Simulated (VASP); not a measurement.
# BaTe (Fm-3m) in VASP: further runs, part 2 of 2

VASP 6.6.1. The steps go on from the part before.

**3. Relaxation of cell and atoms, PBE**

This run uses another cell than the first one, of 39.65 Å³/atom, 0.900 times its volume.

Contents of INCAR:

```
SYSTEM = BaTe
PREC = Accurate ; ENCUT = 600
EDIFF = 1E-6 ; ISMEAR = -1
SIGMA = 0.02 ; LREAL = .FALSE.
LASPH = .TRUE. ; NELM = 100
ALGO = Normal ; ISIF = 3
LWAVE = .FALSE. ; LCHARG = .FALSE.
GGA = PE ; IBRION = 2
NSW = 80 ; EDIFFG = -0.005
```

Contents of KPOINTS:

```
Automatic mesh
0
G
  6 6 6
  0 0 0
```

Contents of POSCAR:

```
BaTe
1.0
    0.0000000000      3.4100000000      3.4100000000
    3.4100000000      0.0000000000      3.4100000000
    3.4100000000      3.4100000000      0.0000000000
Ba Te
1 1
Direct
    0.0000000000      0.0000000000      0.0000000000
    0.5000000000      0.5000000000      0.5000000000
```

Potentials or basis: VASP PAW PBE potentials, release 64 (Ba_sv, Te).

Started as:

```bash
$ cat potpaw_PBE.64/Ba_sv/POTCAR potpaw_PBE.64/Te/POTCAR > POTCAR
$ mpirun -np 1 vasp_std > vasp.out
```

OUTCAR:

```text
SYSTEM = BaTe
   PREC = Accurate
   ENCUT = 600
   EDIFF = 1E-6
   ISMEAR = -1
   LREAL = .FALSE.
   LASPH = .TRUE.
   NELM = 100
   ISIF = 3
   GGA = PE
   IBRION = 2
   NSW = 80
   EDIFFG = -0.005

 ion  position               nearest neighbor table
   1  0.000  0.000  0.000-   2 3.41   2 3.41   2 3.41   2 3.41   2 3.41   2 3.41
   2  0.500  0.500  0.500-   1 3.41   1 3.41   1 3.41   1 3.41   1 3.41   1 3.41

  LATTYP: Found a face centered cubic cell.
 ALAT       =     6.8200000000

  Lattice vectors:

 A1 = (   0.0000000000,   3.4100000000,   3.4100000000)
 A2 = (   3.4100000000,   0.0000000000,   3.4100000000)
 A3 = (   3.4100000000,   3.4100000000,   0.0000000000)

Analysis of symmetry for initial positions (statically):
=====================================================================
 Subroutine PRICEL returns:
 Original cell was already a primitive cell.

 Routine SETGRP: Setting up the symmetry group for a
 face centered cubic supercell.

 Subroutine GETGRP returns: Found 48 space group operations
 (whereof 48 operations were pure point group operations)
 out of a pool of 48 trial point group operations.

The static configuration has the point symmetry O_h .

Analysis of symmetry for dynamics (positions and initial velocities):
=====================================================================
 Subroutine PRICEL returns:
 Original cell was already a primitive cell.

 Routine SETGRP: Setting up the symmetry group for a
 face centered cubic supercell.

 Subroutine GETGRP returns: Found 48 space group operations
 (whereof 48 operations were pure point group operations)
 out of a pool of 48 trial point group operations.

The dynamic configuration has the point symmetry O_h .

 Subroutine INISYM returns: Found 48 space group operations
 (whereof 48 operations are pure point group operations),
 and found     1 'primitive' translations

----------------------------------------------------------------------------------------

                                     Primitive cell

  volume of cell :      79.3036

  direct lattice vectors                    reciprocal lattice vectors
     0.000000000  3.410000000  3.410000000    -0.146627566  0.146627566  0.146627566
     3.410000000  0.000000000  3.410000000     0.146627566 -0.146627566  0.146627566
     3.410000000  3.410000000  0.000000000     0.146627566  0.146627566 -0.146627566

  length of vectors
     4.822468248  4.822468248  4.822468248     0.253966394  0.253966394  0.253966394

  position of ions in fractional coordinates (direct lattice)
     0.000000000  0.000000000  0.000000000
     0.500000000  0.500000000  0.500000000

  ion indices of the primitive-cell ions
   primitive index   ion index
                 1           1
                 2           2

----------------------------------------------------------------------------------------

 KPOINTS: Automatic mesh

Automatic generation of k-mesh.
 Grid dimensions read from file:
 generate k-points for:    6    6    6

 Generating k-lattice:

  Cartesian coordinates                     Fractional coordinates (reciprocal lattice)
    -0.024437928  0.024437928  0.024437928     0.166666667  0.000000000  0.000000000
     0.024437928 -0.024437928  0.024437928     0.000000000  0.166666667  0.000000000
     0.024437928  0.024437928 -0.024437928     0.000000000  0.000000000  0.166666667

  Length of vectors
     0.042327732  0.042327732  0.042327732

  Shift w.r.t. Gamma in fractional coordinates (k-lattice)
     0.000000000  0.000000000  0.000000000

 Subroutine IBZKPT returns following result:
 ===========================================

 Found     16 irreducible k-points:

 Following reciprocal coordinates:
            Coordinates               Weight
  0.000000  0.000000  0.000000      1.000000
  0.166667  0.000000  0.000000      8.000000
  0.333333  0.000000  0.000000      8.000000
  0.500000  0.000000  0.000000      4.000000
  0.166667  0.166667  0.000000      6.000000
  0.333333  0.166667  0.000000     24.000000
[... 8 lines left out ...]
 -0.333333  0.333333  0.166667     24.000000
 -0.333333  0.500000  0.166667     12.000000
   k-points           NKPTS =     16   k-points in BZ     NKDIM =     16   number of bands    NBANDS=     12
   number of dos      NEDOS =    301   number of ions     NIONS =      2
   total plane-waves  NPLWV =  64000
   dimension x,y,z NGX =    40 NGY =   40 NGZ =   40
   dimension x,y,z NGXF=    80 NGYF=   80 NGZF=   80
   ions per type =               1   1
   NGX,Y,Z   is equivalent  to a cutoff of  13.79, 13.79, 13.79 a.u.
   NGXF,Y,Z  is equivalent  to a cutoff of  27.58, 27.58, 27.58 a.u.
 SYSTEM =  BaTe
   PREC   = accura    normal or accurate (medium, high low for compatibility)
   ISTART =      0    job   : 0-new  1-cont  2-samecut
   ICHARG =      2    charge: 1-file 2-atom 10-const
   ISPIN  =      1    spin polarized calculation?
   LNONCOLLINEAR =      F non collinear calculations
   LSORBIT =      F    spin-orbit coupling
   LASPH  =      T    aspherical Exc in radial PAW
   ENCUT  =  600.0 eV  44.10 Ry    6.64 a.u.   9.63  9.63  9.63*2*pi/ulx,y,z
   NELM   =    100;   NELMIN=  2; NELMDL= -5     # of ELM steps
   EDIFF  = 0.1E-05   stopping-criterion for ELM
   LREAL  =      F    real-space projection
   EDIFFG = -.5E-02   stopping-criterion for IOM
   NSW    =     80    number of steps for IOM
   IBRION =      2    ionic relax: 0-MD 1-quasi-New 2-CG
   NFREE  =      1    steps in history (QN), initial steepest desc. (CG)
   ISIF   =      3    stress and relaxation
   ISYM   =      2    0-nonsym 1-usesym 2-fastsym
   POTIM  = 0.5000    time-step for ionic-motion
   TEBEG  =    0.0;   TEEND  =   0.0 temperature during run
   PSTRESS=    0.0 pullay stress
   NELECT =      16.0000    total number of electrons
   NUPDOWN=      -1.0000    fix difference up-down
   EMIN   =  10.00;   EMAX   =-10.00  energy-range for DOS
   EFERMI =   0.00;   METHOD = LEGACY
   ISMEAR =    -1;   SIGMA  =   0.02  broadening in eV -4-tet -1-fermi 0-gaus
   EFERMI_NEDOS =   21; number of points for ismear=-14 and -15
   IALGO  =     38    algorithm
   IMIX   =      4    mixing-type and parameters
     AMIX     =   0.40;   BMIX     =  1.00
     AMIX_MAG =   1.60;   BMIX_MAG =  1.00
  volume/ion in A,a.u.               =      39.65       267.58
  Fermi-wavevector in a.u.,A,eV,Ry     =   0.960175  1.814468 12.543704  0.921936
  Thomas-Fermi vector in A             =   2.089436
   LORBIT       =      0    0 simple, 1 ext, 2 COOP (PROOUT), +10 PAW based schemes
   GGA     = PE    functional components
   LHFCALC =     F    Hartree Fock is set to
   AEXX    =    0.0000 exact exchange contribution
   IVDW    =     0    specifies the selected vdW correction
   LEPSILON=     F    determine dielectric tensor
   LRPA    =     F    only Hartree local field effects (RPA)
 conjugate gradient relaxation of ions
 non-spin polarized calculation
  energy-cutoff  :      600.00
  volume of cell :       79.30
 maximum number of plane-waves:      2685
 NGX is ok and might be reduce to    40
   NGX = 19   NGY = 19   NGZ = 19

--------------------------------------- Ionic step        1  -------------------------------------------

 number of electron      16.0000000 magnetization

 Free energy of the ion-electron system (eV)
  ---------------------------------------------------
  ext. energy  EPLUGINS =         0.00000000
  ---------------------------------------------------
  free energy    TOTEN  =        -8.51236829 eV

  energy without entropy =       -8.51236829  energy(sigma->0) =       -8.51236829

------------------------ aborting loop because EDIFF is reached ----------------------------------------

  FORCE on cell =-STRESS in cart. coord.  units (eV):
  Direction    XX          YY          ZZ          XY          YZ          ZX
  --------------------------------------------------------------------------------------
  -------------------------------------------------------------------------------------
  Total        2.1056551      2.1056551      2.1056551      0.0000000      0.0000000      0.0000000
  in kB       42.5407048     42.5407048     42.5407048      0.0000000      0.0000000      0.0000000
  external PRESSURE =      42.5407048 kB  Pullay stress =       0.0000000 kB
[... 129 lines left out ...]
  energy  without entropy=       -8.6289778576  energy(sigma->0) =       -8.62897786

--------------------------------------- Ionic step        5  -------------------------------------------

 number of electron      16.0000000 magnetization

 Free energy of the ion-electron system (eV)
  ---------------------------------------------------
  ext. energy  EPLUGINS =         0.00000000
  ---------------------------------------------------
  free energy    TOTEN  =        -8.62899406 eV

  energy without entropy =       -8.62899406  energy(sigma->0) =       -8.62899406

 E-fermi :   2.5272     XC(G=0):  -8.0930

 val. band max:        2.0405548728   @ k =   0.0000   0.0000   0.0000
 cond. band min:       3.6397889684   @ k =   0.5000   0.5000   0.0000
 fundamental gap:      1.5992340956
 Fermi energy:         2.5271503936

 k-point     1 :       0.0000    0.0000    0.0000
  band No.  band energies     occupation
      1     -25.0820      2.00000
      2     -10.2244      2.00000
      3     -10.2244      2.00000
      4     -10.2244      2.00000
      5      -7.4175      2.00000
      6       2.0406      2.00000
      7       2.0406      2.00000
      8       2.0406      2.00000
      9       4.8044      0.00000
     10       4.9869      0.00000
     11       4.9869      0.00000
     12       4.9869      0.00000
[... 252 lines left out ...]
  FREE ENERGIE OF THE ION-ELECTRON SYSTEM (eV)
  ---------------------------------------------------
  free  energy   TOTEN  =        -8.6289940600 eV

  energy  without entropy=       -8.6289940600  energy(sigma->0) =       -8.62899406

 reached required accuracy - stopping structural energy minimisation
```

OSZICAR:

```text
N       E                     dE             d eps       ncg     rms          rms(c)
DAV:   1     0.981279337765E+02    0.98128E+02   -0.70826E+03   384   0.126E+03
DAV:   2    -0.240761018731E+01   -0.10054E+03   -0.93946E+02   492   0.191E+02
DAV:   3    -0.840435410127E+01   -0.59967E+01   -0.59512E+01   468   0.541E+01
[... 41 lines left out ...]
DAV:   2    -0.862901453046E+01    0.69062E-04   -0.12005E-04   444   0.924E-02    0.215E-02
DAV:   3    -0.862899147301E+01    0.23057E-04   -0.85029E-05   560   0.616E-02    0.682E-03
DAV:   4    -0.862899257143E+01   -0.10984E-05   -0.97746E-07   324   0.857E-03    0.490E-03
DAV:   5    -0.862899397102E+01   -0.13996E-05   -0.60744E-07   228   0.618E-03    0.809E-04
DAV:   6    -0.862899406000E+01   -0.88978E-07   -0.16107E-07   204   0.291E-03
   5 F= -.86289941E+01 E0= -.86289941E+01  d E =-.162024E-04
```

CONTCAR:

```text
BaTe
   1.00000000000000
    -0.0000000000000000    3.5450911077262028    3.5450911077262028
     3.5450911077262028   -0.0000000000000000    3.5450911077262028
     3.5450911077262028    3.5450911077262028    0.0000000000000000
  Ba              Te
     1     1
Direct
     0.0000000000000000    0.0000000000000000    0.0000000000000000
     0.5000000000000000    0.5000000000000000    0.5000000000000000

  0.00000000E+00  0.00000000E+00  0.00000000E+00
  0.00000000E+00  0.00000000E+00  0.00000000E+00
```

It took 72 s on 1 thread of Intel Xeon Platinum 8259CL at 2.50GHz (Skylake/Cascade Lake), shared host; peak memory 0.24 GiB.

What came out:

| Item | Value |
| --- | --- |
| Free energy | -8.6290 eV |
| Relaxed volume | 44.55 Å³/atom |
| Relaxed cell | a = 5.014 Å, b = 5.014 Å, c = 5.014 Å, α = 60.00°, β = 60.00°, γ = 60.00° |
| Space group after relaxing (to 0.05 Å) | Fm-3m (No. 225) |
| Energy gained by relaxing | 58.3 meV/atom |
| Ionic steps | 5 |
| Pressure after relaxing | 0.0 GPa |
| Band gap on the k mesh | 1.60 eV, indirect (least direct gap 1.98 eV) |

Step by step:
| step | energy change (eV) | largest force (eV/Å) | pressure (GPa) | volume (Å³) |
| --- | --- | --- | --- | --- |
| 1 | 0.0000 | 0.0000 | 4.25 | 79.30 |
| 2 | -0.1085 | 0.0000 | -0.86 | 92.01 |
| 3 | -0.1166 | 0.0000 | 0.02 | 89.00 |
| 4 | -0.1166 | 0.0000 | -0.03 | 89.20 |
| 5 | -0.1166 | 0.0000 | -0.01 | 89.11 |

Final structure:
```
CELL_PARAMETERS angstrom
0.00000 3.54509 3.54509
3.54509 0.00000 3.54509
3.54509 3.54509 0.00000
ATOMIC_POSITIONS crystal
Ba 0.00000 0.00000 0.00000
Te 0.50000 0.50000 0.50000
```

Levels at points of the mesh, in eV from the valence-band top:
```tsv
k point	band 6	band 7	band 8	band 9	band 10	band 11
(0.00, 0.00, 0.00)	0.00	0.00	0.00	2.76	2.95	2.95
(0.50, 0.00, 0.00)	-2.13	-1.05	-1.05	4.14	4.66	4.80
(0.50, 0.50, 0.00)	-1.12	-0.38	-0.38	1.60	4.36	4.48
```

Caveat: spin-orbit coupling is left out, which moves the levels of the heavy elements; the volume moved by +12 % from the deposited cell, more than functionals usually miss. Zero-point motion and thermal expansion aren't in these numbers.
